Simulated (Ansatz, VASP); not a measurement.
# One calculation of Lu, two programs

```
Lu
1.0
    -1.94891    1.94891    1.94891
     1.94891   -1.94891    1.94891
     1.94891    1.94891   -1.94891
Lu
1
Direct
  0.00000 0.00000 0.00000
```

Alike in both runs: task single point; functional r2SCAN; k mesh 11 × 11 × 11; occupations fermi-dirac, width 0.1 eV; non-collinear spin, spin-orbit coupling.

```csv
,VASP,Ansatz
version,VASP 6.6.1,Ansatz 0.2.0
potentials or method,"VASP PAW PBE potentials, release 64 (Lu), cutoff 520 eV","plane waves (500 eV) with PAW, fully relativistic with spin-orbit coupling"
valence electrons in the cell,25,25
```

```csv
,VASP,Ansatz,Ansatz less VASP
net moment per atom (μB),0.00,0.00,0.000
```

VASP's potentials were made for PBE, not for r2SCAN.
